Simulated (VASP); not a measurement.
A run of VASP 6.6.1:

INCAR

```
  PREC = Accurate
  ENCUT = 520
  EDIFF = 1E-6
  ISMEAR = -1
  SIGMA = 0.03
  LREAL = False
  LASPH = True
  NELM = 80
  ALGO = Normal
  ISIF = 2
  LWAVE = False
  LCHARG = False
  GGA = PE
  NBANDS = 11
```

KPOINTS

```
Automatic mesh
0
Gamma
  10 10 10
```

File POSCAR:

```
MgS
1.0
    0.0000000000      2.5236005000      2.6016500000
    2.5236005000      0.0000000000      2.6016500000
    2.5236005000      2.5236005000      0.0000000000
Mg S
1 1
Direct
    0.0000000000      0.0000000000      0.0000000000
    0.5000000000      0.5000000000      0.5000000000
```

Potentials or basis: VASP PAW PBE potentials, release 64 (Mg, S).

The run is started by

```bash
$ cat potpaw_PBE.64/Mg/POTCAR potpaw_PBE.64/S/POTCAR > POTCAR
$ mpirun -np 1 vasp_std > vasp.out
```

Hardware: 1 thread of Intel(R) Xeon(R) Platinum 8559C (Emerald Rapids) (shared host).

How long does it take, and how much memory?

Wall time 20 s on 1 thread of Intel(R) Xeon(R) Platinum 8559C (Emerald Rapids) (shared host), peak memory 0.18 GiB. Counts: scf iterations 12, k points 102.
